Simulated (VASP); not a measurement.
# Pd (Immm) in VASP: a series of runs

Runs on Pd. Level: LDA. Tasks: single point.

All numbers are computed with VASP 6.6.1; they aren't measurements. Logs are shortened: lines on timing, memory, paths and dates and some standing lists are left out, and cuts for length are marked.

### Step 1. The cell of the first run

Symmetry: Immm, No. 71, orthorhombic system. The conventional cell has a = 3.050 Å, b = 3.145 Å, c = 3.239 Å, α = 90.00°, β = 90.00°, γ = 90.00°. Pd (site symmetry mmm) has 14 Pd at 2.72 to 3.24 Å within 3.6 Å.

### Step 2. Single point, LDA (strain -0.0300 x Voigt [1, -1, 0, 0, 0, 0])

Contents of INCAR:

```
PREC = Accurate ; ENCUT = 520
EDIFF = 1E-7 ; ISMEAR = 0
SIGMA = 0.15 ; LREAL = F
LASPH = T ; NELM = 100
ALGO = Fast ; ISIF = 2
LWAVE = F ; LCHARG = F
GGA = CA ; NBANDS = 11
```

Contents of KPOINTS:

```
Automatic mesh
0
Gamma
  22 22 22
```

Contents of POSCAR:

```
Pd
1.0
   -1.5251125700      1.6194494300      1.5722810000
    1.5251125700     -1.6194494300      1.5722810000
    1.5251125700      1.6194494300     -1.5722810000
Pd
1
Direct
    0.0000000000      0.0000000000      0.0000000000
```

Potentials or basis: VASP PAW LDA potentials, release 64 (Pd).

Command:

```bash
cat potpaw_LDA.64/Pd/POTCAR > POTCAR
mpirun -np 1 vasp_std > vasp.out
```

OUTCAR:

```text
PREC = Accurate
   ENCUT = 520
   EDIFF = 1E-7
   ISMEAR = 0
   LREAL = F
   LASPH = T
   NELM = 100
   ISIF = 2
   GGA = CA

 ion  position               nearest neighbor table
   1  0.000  0.000  0.000-

  LATTYP: Found a body centered orthorhombic cell.
 ALAT       =     3.0502251400
 B/A-ratio  =     1.0309278351
 C/A-ratio  =     1.0618556701

  Lattice vectors:

 A1 = (  -1.5251125700,  -1.6194494300,   1.5722810000)
 A2 = (   1.5251125700,  -1.6194494300,  -1.5722810000)
 A3 = (   1.5251125700,   1.6194494300,   1.5722810000)

Analysis of symmetry for initial positions (statically):
=====================================================================
 Subroutine PRICEL returns:
 Original cell was already a primitive cell.

 Routine SETGRP: Setting up the symmetry group for a
 body centered orthorhombic supercell.

 Subroutine GETGRP returns: Found  8 space group operations
 (whereof  8 operations were pure point group operations)
 out of a pool of  8 trial point group operations.

The static configuration has the point symmetry D_2h.

Analysis of symmetry for dynamics (positions and initial velocities):
=====================================================================
 Subroutine PRICEL returns:
 Original cell was already a primitive cell.

 Routine SETGRP: Setting up the symmetry group for a
 body centered orthorhombic supercell.

 Subroutine GETGRP returns: Found  8 space group operations
 (whereof  8 operations were pure point group operations)
 out of a pool of  8 trial point group operations.

The dynamic configuration has the point symmetry D_2h.

 Subroutine INISYM returns: Found  8 space group operations
 (whereof  8 operations are pure point group operations),
 and found     1 'primitive' translations

----------------------------------------------------------------------------------------

                                     Primitive cell

  volume of cell :      15.5331

  direct lattice vectors                    reciprocal lattice vectors
    -1.525112570  1.619449430  1.572281000     0.000000000  0.308746905  0.318009313
     1.525112570 -1.619449430  1.572281000     0.327844652  0.000000000  0.318009313
     1.525112570  1.619449430 -1.572281000     0.327844652  0.308746905  0.000000000

  length of vectors
     2.724087434  2.724087434  2.724087434     0.443231965  0.456740669  0.450340724

  position of ions in fractional coordinates (direct lattice)
     0.000000000  0.000000000  0.000000000

  ion indices of the primitive-cell ions
   primitive index   ion index
                 1           1

----------------------------------------------------------------------------------------

 KPOINTS: Automatic mesh

Automatic generation of k-mesh.
 Grid dimensions read from file:
 generate k-points for:   22   22   22

 Generating k-lattice:

  Cartesian coordinates                     Fractional coordinates (reciprocal lattice)
     0.000000000  0.014033950  0.014454969     0.045454545  0.000000000  0.000000000
     0.014902030  0.000000000  0.014454969     0.000000000  0.045454545 -0.000000000
     0.014902030  0.014033950  0.000000000     0.000000000 -0.000000000  0.045454545

  Length of vectors
     0.020146907  0.020760940  0.020470033

  Shift w.r.t. Gamma in fractional coordinates (k-lattice)
     0.000000000  0.000000000  0.000000000

 Subroutine IBZKPT returns following result:
 ===========================================

 Found   1530 irreducible k-points:

 Following reciprocal coordinates:
            Coordinates               Weight
  0.000000  0.000000  0.000000      1.000000
  0.045455  0.000000 -0.000000      4.000000
  0.090909  0.000000 -0.000000      4.000000
  0.136364 -0.000000  0.000000      4.000000
  0.181818 -0.000000  0.000000      4.000000
  0.227273 -0.000000  0.000000      4.000000
[... 16 lines left out ...]
  0.454545  0.045455 -0.000000      8.000000
  0.500000  0.045455  0.000000      8.000000
 [... further k-points ...]
   k-points           NKPTS =   1530   k-points in BZ     NKDIM =   1530   number of bands    NBANDS=     11
   number of dos      NEDOS =    301   number of ions     NIONS =      1
   total plane-waves  NPLWV =   8000
   dimension x,y,z NGX =    20 NGY =   20 NGZ =   20
   dimension x,y,z NGXF=    40 NGYF=   40 NGZF=   40
   ions per type =               1
   NGX,Y,Z   is equivalent  to a cutoff of  12.21, 12.21, 12.21 a.u.
   NGXF,Y,Z  is equivalent  to a cutoff of  24.41, 24.41, 24.41 a.u.
 SYSTEM =  unknown system
   PREC   = accura    normal or accurate (medium, high low for compatibility)
   ISTART =      0    job   : 0-new  1-cont  2-samecut
   ICHARG =      2    charge: 1-file 2-atom 10-const
   ISPIN  =      1    spin polarized calculation?
   LNONCOLLINEAR =      F non collinear calculations
   LSORBIT =      F    spin-orbit coupling
   LASPH  =      T    aspherical Exc in radial PAW
   ENCUT  =  520.0 eV  38.22 Ry    6.18 a.u.   5.06  5.06  5.06*2*pi/ulx,y,z
   NELM   =    100;   NELMIN=  2; NELMDL= -5     # of ELM steps
   EDIFF  = 0.1E-06   stopping-criterion for ELM
   LREAL  =      F    real-space projection
   EDIFFG = 0.1E-05   stopping-criterion for IOM
   NSW    =      0    number of steps for IOM
   IBRION =     -1    ionic relax: 0-MD 1-quasi-New 2-CG
   NFREE  =      0    steps in history (QN), initial steepest desc. (CG)
   ISIF   =      2    stress and relaxation
   ISYM   =      2    0-nonsym 1-usesym 2-fastsym
   POTIM  = 0.5000    time-step for ionic-motion
   TEBEG  =    0.0;   TEEND  =   0.0 temperature during run
   PSTRESS=    0.0 pullay stress
   NELECT =      10.0000    total number of electrons
   NUPDOWN=      -1.0000    fix difference up-down
   EMIN   =  10.00;   EMAX   =-10.00  energy-range for DOS
   EFERMI =   0.00;   METHOD = LEGACY
   ISMEAR =     0;   SIGMA  =   0.15  broadening in eV -4-tet -1-fermi 0-gaus
   EFERMI_NEDOS =   21; number of points for ismear=-14 and -15
   IALGO  =     68    algorithm
   IMIX   =      4    mixing-type and parameters
     AMIX     =   0.40;   BMIX     =  1.00
     AMIX_MAG =   1.60;   BMIX_MAG =  1.00
  volume/ion in A,a.u.               =      15.53       104.82
  Fermi-wavevector in a.u.,A,eV,Ry     =   1.413584  2.671287 27.187437  1.998220
  Thomas-Fermi vector in A             =   2.535215
   LORBIT       =      0    0 simple, 1 ext, 2 COOP (PROOUT), +10 PAW based schemes
   GGA     = CA    functional components
   LHFCALC =     F    Hartree Fock is set to
   AEXX    =    0.0000 exact exchange contribution
   IVDW    =     0    specifies the selected vdW correction
   LEPSILON=     F    determine dielectric tensor
   LRPA    =     F    only Hartree local field effects (RPA)
 non-spin polarized calculation
 RMM-DIIS sequential band-by-band and
 Gauss-broadening in eV      SIGMA  =   0.15
  energy-cutoff  :      520.00
  volume of cell :       15.53
 maximum number of plane-waves:       431
   NGX = 11   NGY = 11   NGZ = 11

 number of electron      10.0000001 magnetization

 Free energy of the ion-electron system (eV)
  ---------------------------------------------------
  ext. energy  EPLUGINS =         0.00000000
  ---------------------------------------------------
  free energy    TOTEN  =        -6.38203872 eV

  energy without entropy =       -6.36590584  energy(sigma->0) =       -6.37397228

 E-fermi :   8.7215     XC(G=0): -13.2000

 val. band max:        8.7195273162   @ k =  -0.2727  -0.4091   0.2727
 cond. band min:       8.7217584035   @ k =   0.4545   0.4545   0.0000
 fundamental gap:      0.0022310873
 Fermi energy:         8.7215126861

 k-point     1 :       0.0000    0.0000    0.0000
  band No.  band energies     occupation
      1       1.8944      2.00000
      2       5.7741      2.00000
      3       5.9885      2.00000
      4       6.1725      2.00000
      5       7.6352      2.00000
      6       8.0343      2.00000
      7      27.4067      0.00000
      8      27.9093      0.00000
      9      28.5368      0.00000
     10      35.9118      0.00000
     11      36.0723      0.00000

 k-point     2 :       0.0455    0.0000   -0.0000
  band No.  band energies     occupation
      1       1.9684      2.00000
      2       5.7791      2.00000
      3       5.9978      2.00000
      4       6.1921      2.00000
      5       7.6077      2.00000
      6       8.0290      2.00000
      7      27.4047      0.00000
      8      27.8786      0.00000
      9      28.6220      0.00000
     10      34.6181      0.00000
     11      35.2701      0.00000

 k-point     3 :       0.0909    0.0000   -0.0000
  band No.  band energies     occupation
      1       2.1856      2.00000
      2       5.7928      2.00000
      3       5.9710      2.00000
      4       6.3058      2.00000
      5       7.5339      2.00000
      6       8.0158      2.00000
      7      27.2782      0.00000
      8      27.7880      0.00000
      9      28.8716      0.00000
     10      33.4781      0.00000
     11      34.1013      0.00000

 k-point     4 :       0.1364   -0.0000    0.0000
  band No.  band energies     occupation
      1       2.5287      2.00000
      2       5.8163      2.00000
      3       5.8849      2.00000
      4       6.5374      2.00000
      5       7.4397      2.00000
      6       7.9995      2.00000
      7      26.7015      0.00000
      8      27.6542      0.00000
      9      29.2678      0.00000
     10      32.7546      0.00000
     11      33.2301      0.00000

 k-point     5 :       0.1818   -0.0000    0.0000
  band No.  band energies     occupation
      1       2.9590      2.00000
      2       5.7643      2.00000
      3       5.8664      2.00000
      4       6.8609      2.00000
      5       7.3597      2.00000
      6       7.9842      2.00000
      7      25.5746      0.00000
      8      27.3358      0.00000
      9      29.7811      0.00000
     10      32.5773      0.00000
     11      32.8514      0.00000
[... 211 lines left out ...]
 k-point    21 :       0.3636    0.0455   -0.0000
  band No.  band energies     occupation
      1       3.9058      2.00000
      2       5.2002      2.00000
      3       7.3590      2.00000
      4       7.8154      2.00000
      5       8.2224      2.00000
      6       9.1362      0.00009
      7      18.2070      0.00000
      8      24.6002      0.00000
      9      27.4201      0.00000
     10      32.3366      0.00000
     11      33.9105      0.00000

 k-point    22 :       0.4091    0.0455    0.0000
  band No.  band energies     occupation
      1       3.8533      2.00000
      2       5.1309      2.00000
      3       7.4358      2.00000
      4       7.9263      2.00000
      5       8.6565      1.45983
      6       9.7848      0.00000
      7      16.8518      0.00000
      8      24.2583      0.00000
      9      26.7726      0.00000
     10      32.6942      0.00000
     11      34.0024      0.00000

 k-point    23 :       0.4545    0.0455   -0.0000
  band No.  band energies     occupation
      1       3.8192      2.00000
      2       5.0956      2.00000
      3       7.4809      2.00000
      4       7.9291      2.00000
      5       8.9096      0.07616
      6      10.3124      0.00000
      7      16.0008      0.00000
      8      24.0836      0.00000
      9      26.4298      0.00000
     10      32.8884      0.00000
     11      34.0350      0.00000

 k-point    24 :       0.5000    0.0455    0.0000
  band No.  band energies     occupation
      1       3.8197      2.00000
      2       5.0963      2.00000
      3       7.4982      2.00000
      4       7.9049      2.00000
      5       8.9086      0.07781
      6      10.3066      0.00000
      7      16.0155      0.00000
      8      24.0840      0.00000
      9      26.4245      0.00000
     10      32.9000      0.00000
     11      34.0710      0.00000

 [... further k-points ...]
[... 5 lines left out ...]
  --------------------------------------------------------------------------------------
  -------------------------------------------------------------------------------------
  Total       -1.5161829     -1.3514858     -1.4462051      0.0000000      0.0000000      0.0000000
  in kB     -156.3877467   -139.3999522   -149.1698346      0.0000000      0.0000000      0.0000000
  external PRESSURE =    -148.3191778 kB  Pullay stress =       0.0000000 kB

 VOLUME and BASIS-vectors are now :
 -----------------------------------------------------------------------------
  energy-cutoff  :      520.00
  volume of cell :       15.53
      direct lattice vectors                 reciprocal lattice vectors
    -1.525112570  1.619449430  1.572281000     0.000000000  0.308746905  0.318009313
     1.525112570 -1.619449430  1.572281000     0.327844652  0.000000000  0.318009313
     1.525112570  1.619449430 -1.572281000     0.327844652  0.308746905  0.000000000

 POSITION                                       TOTAL-FORCE (eV/Angst)
 -----------------------------------------------------------------------------------
      0.00000      0.00000      0.00000         0.000000     -0.000000     -0.000000
 -----------------------------------------------------------------------------------
    total drift:                                0.000000      0.000000      0.000000

  FREE ENERGIE OF THE ION-ELECTRON SYSTEM (eV)
  ---------------------------------------------------
  free  energy   TOTEN  =        -6.3820387243 eV

  energy  without entropy=       -6.3659058412  energy(sigma->0) =       -6.37397228
```

It took 97 s on 1 thread of Intel Xeon 6975P-C (Granite Rapids), shared host; peak memory 0.34 GiB.

Results:

| Item | Value |
| --- | --- |
| Free energy | -6.3820 eV |
| Pressure | -14.8 GPa |
| Band gap on the k mesh | zero (band 5 reaches 9.31 eV, above the bottom of band 6 at 7.79 eV) |

Levels at points of the mesh, in eV from the Fermi level:
| k point | band 1 | band 2 | band 3 | band 4 | band 5 | band 6 | band 7 | band 8 | band 9 | band 10 |
| --- | --- | --- | --- | --- | --- | --- | --- | --- | --- | --- |
| (0.00, 0.00, 0.00) | -6.83 | -2.95 | -2.73 | -2.55 | -1.09 | -0.69 | 18.69 | 19.19 | 19.82 | 27.19 |
| (0.50, 0.00, 0.00) | -4.95 | -3.64 | -1.22 | -0.72 | 0.52 | 1.24 | 7.17 | 15.38 | 17.94 | 24.17 |
| (0.00, 0.50, 0.00) | -4.96 | -4.08 | -0.77 | -0.49 | 0.59 | 1.64 | 7.80 | 14.58 | 16.46 | 23.22 |
| (0.50, 0.50, 0.00) | -4.95 | -3.87 | -1.06 | -0.52 | 0.55 | 1.44 | 7.50 | 14.96 | 17.17 | 23.69 |
| (0.50, 0.50, 0.50) | -4.86 | -4.83 | 0.15 | 0.20 | 0.26 | 8.05 | 8.92 | 9.88 | 16.04 | 17.04 |

Caveat: the cell differs from its parent crystal (strain -0.0300 x Voigt [1, -1, 0, 0, 0, 0]).

### Step 3. Single point, LDA (strain +0.0150 x Voigt [1, -1, 0, 0, 0, 0])

Contents of INCAR:

```
PREC = Accurate
ENCUT = 520
EDIFF = 1E-7
ISMEAR = 0
SIGMA = 0.15
LREAL = F
LASPH = T
NELM = 60
ALGO = Fast
ISIF = 2
LWAVE = F
LCHARG = F
GGA = CA
NBANDS = 11
```

KPOINTS is that of step 2.

Contents of POSCAR:

```
Pd
1.0
   -1.5958652150      1.5486967850      1.5722810000
    1.5958652150     -1.5486967850      1.5722810000
    1.5958652150      1.5486967850     -1.5722810000
Pd
1
Direct
    0.0000000000      0.0000000000      0.0000000000
```

Potentials or basis: VASP PAW LDA potentials, release 64 (Pd).

Command:

```bash
cat potpaw_LDA.64/Pd/POTCAR > POTCAR
mpirun -np 1 vasp_std > vasp.out
```

Wall time 87 s (1 thread of Intel Xeon 6975P-C (Granite Rapids), shared host); peak memory 0.35 GiB.

It converged, with:

- Free energy: -6.3792 eV
- Pressure: -14.9 GPa
- Band gap on the k mesh: zero (band 5 reaches 9.29 eV, above the bottom of band 6 at 7.79 eV)

Stress tensor (GPa, compression positive):
```
-14.45   0.00   0.00
  0.00 -15.34   0.00
  0.00   0.00 -14.90
```

Levels at points of the mesh, in eV from the Fermi level:
```csv
k point,band 1,band 2,band 3,band 4,band 5,band 6,band 7,band 8,band 9,band 10
"(0.00, 0.00, 0.00)",-6.82,-2.85,-2.75,-2.65,-0.97,-0.77,18.94,19.21,19.50,27.29
"(0.50, 0.00, 0.00)",-4.95,-3.98,-0.84,-0.58,0.58,1.53,7.63,14.76,16.81,23.43
"(0.00, 0.50, 0.00)",-4.94,-3.76,-1.07,-0.69,0.55,1.33,7.32,15.16,17.55,23.90
"(0.50, 0.50, 0.00)",-4.95,-3.87,-0.98,-0.61,0.56,1.44,7.48,14.96,17.17,23.67
"(0.50, 0.50, 0.50)",-4.85,-4.83,0.18,0.21,0.23,8.48,8.93,9.40,16.47,17.05
```

Caveat: the cell differs from its parent crystal (strain +0.0150 x Voigt [1, -1, 0, 0, 0, 0]).
